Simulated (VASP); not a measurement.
# NiO (Fm-3m) in VASP: single point with PBE+U

Aim: the single point of NiO with PBE+U.

All numbers are computed with VASP 6.6.1; they aren't measurements. Logs are shortened: lines on timing, memory, paths and dates and some standing lists are left out, and cuts for length are marked.

## Step 1: The cell of the first run

It takes space group Fm-3m (No. 225, cubic). The conventional cell has a = 4.172 Å, b = 4.172 Å, c = 4.172 Å, α = 90.00°, β = 90.00°, γ = 90.00°. Ni (site symmetry m-3m) has 6 O at 2.09 Å within 2.8 Å. O (site symmetry m-3m) has 6 Ni at 2.09 Å within 2.8 Å.

## Step 2: Single point, PBE+U, collinear spin, ferromagnetic start

Contents of INCAR:

```
SYSTEM = NiO
  ALGO = Normal
  EDIFF = 1E-6
  ENCUT = 600
  GGA = PE
  GGA_COMPAT = .FALSE.
  ISIF = 2
  ISMEAR = -1
  ISPIN = 2
  LASPH = .TRUE.
  LCHARG = .FALSE.
  LDAU = .TRUE.
  LDAUJ = 0 0
  LDAUL = 2 -1
  LDAUPRINT = 1
  LDAUTYPE = 2
  LDAUU = 4.5 0
  LMAXMIX = 4
  LORBIT = 11
  LREAL = .FALSE.
  LWAVE = .FALSE.
  MAGMOM = 2 0
  NBANDS = 19
  NELM = 200
  PREC = Accurate
  SIGMA = 0.05
```

Contents of KPOINTS:

```
k-points
0
G
  10 10 10
  0 0 0
```

Contents of POSCAR:

```
NiO
1.0
    0.0000000000      2.0859020000      2.0859020000
    2.0859020000      0.0000000000      2.0859020000
    2.0859020000      2.0859020000      0.0000000000
Ni O
1 1
Direct
    0.0000000000      0.0000000000      0.0000000000
    0.5000000000      0.5000000000      0.5000000000
```

Potentials or basis: VASP PAW PBE potentials, release 64 (Ni, O).

Run with:

```sh
cat potpaw_PBE.64/Ni/POTCAR potpaw_PBE.64/O/POTCAR > POTCAR
mpirun -np 1 vasp_std > vasp.out
```

OUTCAR:

```text
SYSTEM = NiO
   EDIFF = 1E-6
   ENCUT = 600
   GGA = PE
   ISIF = 2
   ISMEAR = -1
   ISPIN = 2
   LASPH = .TRUE.
   LORBIT = 11
   LREAL = .FALSE.
   NELM = 200
   PREC = Accurate

 ion  position               nearest neighbor table
   1  0.000  0.000  0.000-   2 2.09   2 2.09   2 2.09   2 2.09   2 2.09   2 2.09
   2  0.500  0.500  0.500-   1 2.09   1 2.09   1 2.09   1 2.09   1 2.09   1 2.09

  LATTYP: Found a face centered cubic cell.
 ALAT       =     4.1718040000

  Lattice vectors:

 A1 = (   0.0000000000,   2.0859020000,   2.0859020000)
 A2 = (   2.0859020000,   0.0000000000,   2.0859020000)
 A3 = (   2.0859020000,   2.0859020000,   0.0000000000)

Analysis of symmetry for initial positions (statically):
=====================================================================
 Subroutine PRICEL returns:
 Original cell was already a primitive cell.

 Routine SETGRP: Setting up the symmetry group for a
 face centered cubic supercell.

 Subroutine GETGRP returns: Found 48 space group operations
[... 9 lines left out ...]

 Routine SETGRP: Setting up the symmetry group for a
 face centered cubic supercell.

 Subroutine GETGRP returns: Found 48 space group operations
 (whereof 48 operations were pure point group operations)
 out of a pool of 48 trial point group operations.

The dynamic configuration has the point symmetry O_h .

Analysis of structural, dynamic, and magnetic symmetry:
=====================================================================
 Subroutine PRICEL returns:
 Original cell was already a primitive cell.

 Routine SETGRP: Setting up the symmetry group for a
 face centered cubic supercell.

 Subroutine GETGRP returns: Found 48 space group operations
 (whereof 48 operations were pure point group operations)
 out of a pool of 48 trial point group operations.

The overall configuration has the point symmetry O_h .

 Subroutine INISYM returns: Found 48 space group operations
[... 5 lines left out ...]
                                     Primitive cell

  volume of cell :      18.1515

  direct lattice vectors                    reciprocal lattice vectors
     0.000000000  2.085902000  2.085902000    -0.239704454  0.239704454  0.239704454
     2.085902000  0.000000000  2.085902000     0.239704454 -0.239704454  0.239704454
     2.085902000  2.085902000  0.000000000     0.239704454  0.239704454 -0.239704454

  length of vectors
     2.949910898  2.949910898  2.949910898     0.415180293  0.415180293  0.415180293

  position of ions in fractional coordinates (direct lattice)
     0.000000000  0.000000000  0.000000000
     0.500000000  0.500000000  0.500000000

  ion indices of the primitive-cell ions
   primitive index   ion index
                 1           1
                 2           2

----------------------------------------------------------------------------------------

 KPOINTS: k-points

Automatic generation of k-mesh.
 Grid dimensions read from file:
 generate k-points for:   10   10   10

 Generating k-lattice:

  Cartesian coordinates                     Fractional coordinates (reciprocal lattice)
    -0.023970445  0.023970445  0.023970445     0.100000000  0.000000000  0.000000000
     0.023970445 -0.023970445  0.023970445     0.000000000  0.100000000  0.000000000
     0.023970445  0.023970445 -0.023970445     0.000000000  0.000000000  0.100000000

  Length of vectors
     0.041518029  0.041518029  0.041518029

  Shift w.r.t. Gamma in fractional coordinates (k-lattice)
     0.000000000  0.000000000  0.000000000

 Subroutine IBZKPT returns following result:
 ===========================================

 Found     47 irreducible k-points:

 Following reciprocal coordinates:
            Coordinates               Weight
  0.000000  0.000000  0.000000      1.000000
  0.100000  0.000000  0.000000      8.000000
  0.200000  0.000000  0.000000      8.000000
  0.300000  0.000000  0.000000      8.000000
  0.400000  0.000000  0.000000      8.000000
  0.500000  0.000000  0.000000      4.000000
[... 16 lines left out ...]
  0.300000  0.300000  0.000000      6.000000
  0.400000  0.300000  0.000000     24.000000
 [... further k-points ...]
   k-points           NKPTS =     47   k-points in BZ     NKDIM =     47   number of bands    NBANDS=     19
   number of dos      NEDOS =    301   number of ions     NIONS =      2
   total plane-waves  NPLWV =  13824
   dimension x,y,z NGX =    24 NGY =   24 NGZ =   24
   dimension x,y,z NGXF=    48 NGYF=   48 NGZF=   48
   ions per type =               1   1
   NGX,Y,Z   is equivalent  to a cutoff of  13.53, 13.53, 13.53 a.u.
   NGXF,Y,Z  is equivalent  to a cutoff of  27.05, 27.05, 27.05 a.u.
 SYSTEM =  NiO
   PREC   = accura    normal or accurate (medium, high low for compatibility)
   ISTART =      0    job   : 0-new  1-cont  2-samecut
   ICHARG =      2    charge: 1-file 2-atom 10-const
   ISPIN  =      2    spin polarized calculation?
   LNONCOLLINEAR =      F non collinear calculations
   LSORBIT =      F    spin-orbit coupling
   LASPH  =      T    aspherical Exc in radial PAW
   ENCUT  =  600.0 eV  44.10 Ry    6.64 a.u.   5.89  5.89  5.89*2*pi/ulx,y,z
   NELM   =    200;   NELMIN=  2; NELMDL= -5     # of ELM steps
   EDIFF  = 0.1E-05   stopping-criterion for ELM
   LREAL  =      F    real-space projection
   EDIFFG = 0.1E-04   stopping-criterion for IOM
   NSW    =      0    number of steps for IOM
   IBRION =     -1    ionic relax: 0-MD 1-quasi-New 2-CG
   NFREE  =      0    steps in history (QN), initial steepest desc. (CG)
   ISIF   =      2    stress and relaxation
   ISYM   =      2    0-nonsym 1-usesym 2-fastsym
   POTIM  = 0.5000    time-step for ionic-motion
   TEBEG  =    0.0;   TEEND  =   0.0 temperature during run
   PSTRESS=    0.0 pullay stress
   NELECT =      16.0000    total number of electrons
   NUPDOWN=      -1.0000    fix difference up-down
   EMIN   =  10.00;   EMAX   =-10.00  energy-range for DOS
   EFERMI =   0.00;   METHOD = LEGACY
   ISMEAR =    -1;   SIGMA  =   0.05  broadening in eV -4-tet -1-fermi 0-gaus
   EFERMI_NEDOS =   21; number of points for ismear=-14 and -15
   IALGO  =     38    algorithm
   IMIX   =      4    mixing-type and parameters
     AMIX     =   0.40;   BMIX     =  1.00
     AMIX_MAG =   1.60;   BMIX_MAG =  1.00
  volume/ion in A,a.u.               =       9.08        61.25
  Fermi-wavevector in a.u.,A,eV,Ry     =   1.569679  2.966264 33.523300  2.463893
  Thomas-Fermi vector in A             =   2.671526
   LORBIT       =     11    0 simple, 1 ext, 2 COOP (PROOUT), +10 PAW based schemes
 LDA+U is selected, type is set to LDAUTYPE =  2
   angular momentum for each species LDAUL =     2   -1
   U (eV)           for each species LDAUU =   4.5  0.0
   J (eV)           for each species LDAUJ =   0.0  0.0
   GGA     = PE    functional components
   LHFCALC =     F    Hartree Fock is set to
   AEXX    =    0.0000 exact exchange contribution
   IVDW    =     0    specifies the selected vdW correction
   LEPSILON=     F    determine dielectric tensor
   LRPA    =     F    only Hartree local field effects (RPA)
 spin polarized calculation
  energy-cutoff  :      600.00
  volume of cell :       18.15
 maximum number of plane-waves:       620
   NGX = 11   NGY = 11   NGZ = 11

atom =   1  type =  1  l = 2

 onsite density matrix

spin component  1

  0.9787 -0.0000  0.0000 -0.0000 -0.0000
 -0.0000  0.9787  0.0000  0.0000 -0.0000
  0.0000  0.0000  1.0294  0.0000  0.0000
 -0.0000  0.0000  0.0000  0.9787  0.0000
 -0.0000 -0.0000  0.0000  0.0000  1.0294

spin component  2

  0.9764 -0.0000  0.0000 -0.0000 -0.0000
 -0.0000  0.9764 -0.0000  0.0000  0.0000
  0.0000 -0.0000  0.1614 -0.0000  0.0000
 -0.0000  0.0000 -0.0000  0.9764  0.0000
 -0.0000  0.0000  0.0000  0.0000  0.1614

 occupancies and eigenvectors

  o =  0.1614  v =  0.0000  0.0000  0.0000  0.0000  0.0000  0.0000 -0.0000  0.9998  0.0000 -0.0214      0.0000  0.0000  0.0000  0.0000  0.0000  0.0000  0.0000  0.0000  0.0000  0.0000
  o =  0.1614  v =  0.0000  0.0000  0.0000  0.0000  0.0000  0.0000 -0.0000  0.0214 -0.0000  0.9998      0.0000  0.0000  0.0000  0.0000  0.0000  0.0000  0.0000  0.0000  0.0000  0.0000
  o =  0.9764  v =  0.0000  0.0000  0.0000  0.0000  0.0000  1.0000  0.0000  0.0000  0.0000  0.0000      0.0000  0.0000  0.0000  0.0000  0.0000  0.0000  0.0000  0.0000  0.0000  0.0000
  o =  0.9764  v =  0.0000  0.0000  0.0000  0.0000  0.0000  0.0000 -0.5262 -0.0000 -0.8504 -0.0000      0.0000  0.0000  0.0000  0.0000  0.0000  0.0000  0.0000  0.0000  0.0000  0.0000
  o =  0.9764  v =  0.0000  0.0000  0.0000  0.0000  0.0000  0.0000 -0.8504 -0.0000  0.5262 -0.0000      0.0000  0.0000  0.0000  0.0000  0.0000  0.0000  0.0000  0.0000  0.0000  0.0000
  o =  0.9787  v =  0.0000 -0.7692  0.0000  0.6390  0.0000  0.0000  0.0000  0.0000  0.0000  0.0000      0.0000  0.0000  0.0000  0.0000  0.0000  0.0000  0.0000  0.0000  0.0000  0.0000
  o =  0.9787  v =  0.0000  0.6390 -0.0000  0.7692 -0.0000  0.0000  0.0000  0.0000  0.0000  0.0000      0.0000  0.0000  0.0000  0.0000  0.0000  0.0000  0.0000  0.0000  0.0000  0.0000
  o =  0.9787  v =  1.0000  0.0000  0.0000  0.0000  0.0000  0.0000  0.0000  0.0000  0.0000  0.0000      0.0000  0.0000  0.0000  0.0000  0.0000  0.0000  0.0000  0.0000  0.0000  0.0000
  o =  1.0294  v =  0.0000 -0.0000  0.0063  0.0000 -1.0000  0.0000  0.0000  0.0000  0.0000  0.0000      0.0000  0.0000  0.0000  0.0000  0.0000  0.0000  0.0000  0.0000  0.0000  0.0000
  o =  1.0294  v =  0.0000 -0.0000 -1.0000 -0.0000 -0.0063  0.0000  0.0000  0.0000  0.0000  0.0000      0.0000  0.0000  0.0000  0.0000  0.0000  0.0000  0.0000  0.0000  0.0000  0.0000

 number of electron      16.0000001 magnetization       1.9999966

 Free energy of the ion-electron system (eV)
  ---------------------------------------------------
  ext. energy  EPLUGINS =         0.00000000
  ---------------------------------------------------
  free energy    TOTEN  =       -10.41961911 eV

  energy without entropy =      -10.41961911  energy(sigma->0) =      -10.41961911

 E-fermi :   7.9853     XC(G=0): -12.6721

 val. band max:        7.1446234603   @ k =   0.5000   0.0000   0.0000
 cond. band min:       8.7583582312   @ k =   0.0000   0.0000   0.0000
 fundamental gap:      1.6137347709
 Fermi energy:         7.9853432911

 spin component 1

 k-point     1 :       0.0000    0.0000    0.0000
  band No.  band energies     occupation
      1     -12.1291      1.00000
      2       1.8115      1.00000
      3       1.8116      1.00000
      4       2.7732      1.00000
      5       2.7733      1.00000
      6       2.7733      1.00000
[... 11 lines left out ...]
     18      31.5130      0.00000
     19      31.5130      0.00000

 k-point     2 :       0.1000    0.0000    0.0000
  band No.  band energies     occupation
      1     -12.0118      1.00000
      2       1.6263      1.00000
      3       1.6263      1.00000
      4       2.5877      1.00000
      5       2.7978      1.00000
      6       2.7978      1.00000
[... 476 lines left out ...]
 k-point    24 :       0.4000    0.3000    0.0000
  band No.  band energies     occupation
      1     -10.9872      1.00000
      2       0.2544      1.00000
      3       1.7176      1.00000
      4       1.9890      1.00000
      5       2.8429      1.00000
      6       3.1821      1.00000
[... 11 lines left out ...]
     18      39.9016      0.00000
     19      39.9795      0.00000

 [... further k-points ...]

 spin component 2

 k-point     1 :       0.0000    0.0000    0.0000
  band No.  band energies     occupation
      1     -11.7622      1.00000
      2       3.7430      1.00000
      3       3.7434      1.00000
      4       3.7436      1.00000
      5       5.7477      1.00000
      6       5.7477      1.00000
[... 11 lines left out ...]
     18      35.7582      0.00000
     19      35.7584      0.00000

 k-point     2 :       0.1000    0.0000    0.0000
  band No.  band energies     occupation
      1     -11.6430      1.00000
      2       3.4732      1.00000
      3       3.7394      1.00000
      4       3.7398      1.00000
      5       5.3158      1.00000
      6       5.5553      1.00000
[... 476 lines left out ...]
 k-point    24 :       0.4000    0.3000    0.0000
  band No.  band energies     occupation
      1     -10.4088      1.00000
      2       1.6169      1.00000
      3       2.8974      1.00000
      4       3.7220      1.00000
      5       4.0193      1.00000
      6       5.3622      1.00000
[... 11 lines left out ...]
     18      40.5574      0.00000
     19      40.5958      0.00000

 [... further k-points ...]
[... 5 lines left out ...]
  --------------------------------------------------------------------------------------
  -------------------------------------------------------------------------------------
  Total        0.5671779      0.5671779      0.5671779      0.0000000      0.0000000      0.0000000
  in kB       50.0631555     50.0631555     50.0631555      0.0000000      0.0000000      0.0000000
  external PRESSURE =      50.0631555 kB  Pullay stress =       0.0000000 kB

 VOLUME and BASIS-vectors are now :
 -----------------------------------------------------------------------------
  energy-cutoff  :      600.00
  volume of cell :       18.15
      direct lattice vectors                 reciprocal lattice vectors
     0.000000000  2.085902000  2.085902000    -0.239704454  0.239704454  0.239704454
     2.085902000  0.000000000  2.085902000     0.239704454 -0.239704454  0.239704454
     2.085902000  2.085902000  0.000000000     0.239704454  0.239704454 -0.239704454

 POSITION                                       TOTAL-FORCE (eV/Angst)
 -----------------------------------------------------------------------------------
      0.00000      0.00000      0.00000         0.000000     -0.000000     -0.000000
      2.08590      2.08590      2.08590        -0.000000      0.000000      0.000000
 -----------------------------------------------------------------------------------
    total drift:                                0.000000     -0.000000     -0.000000

  FREE ENERGIE OF THE ION-ELECTRON SYSTEM (eV)
  ---------------------------------------------------
  free  energy   TOTEN  =       -10.4196191114 eV

  energy  without entropy=      -10.4196191096  energy(sigma->0) =      -10.41961911

 total charge

# of ion       s       p       d       tot
------------------------------------------
    1        0.344   0.425   8.220   8.988
    2        1.545   3.479   0.000   5.024
--------------------------------------------------
tot          1.889   3.904   8.220  14.013

 magnetization (x)

# of ion       s       p       d       tot
------------------------------------------
    1        0.011   0.014   1.741   1.766
    2        0.021   0.193   0.000   0.214
--------------------------------------------------
tot          0.033   0.207   1.741   1.981
```

Run time: 18 s. Hardware: 1 thread of Intel Xeon Platinum 8488C (Sapphire Rapids), shared host; peak memory 0.16 GiB.

Results:

```yaml
Free_energy: -10.4196 eV
Pressure: 5.0 GPa
Band_gap_on_the_k_mesh: 1.61 eV, indirect (least direct gap 2.36 eV)
Net_moment: 2.00 μB per cell
Site_moments: Ni +1.77; O +0.21 μB
Valence_electrons_inside_the_program's_atomic_spheres: Ni 8.99; O 5.02
```

Eigenvalues of the final occupation matrices:
| site | spin | trace | eigenvalues |
| --- | --- | --- | --- |
| site 1 d | 1 | 4.99 | 0.98 0.98 0.98 1.03 1.03 |
| site 1 d | 2 | 3.25 | 0.16 0.16 0.98 0.98 0.98 |

Caveat: a cell with one magnetic atom can't hold antiferromagnetic order, which such compounds often take.
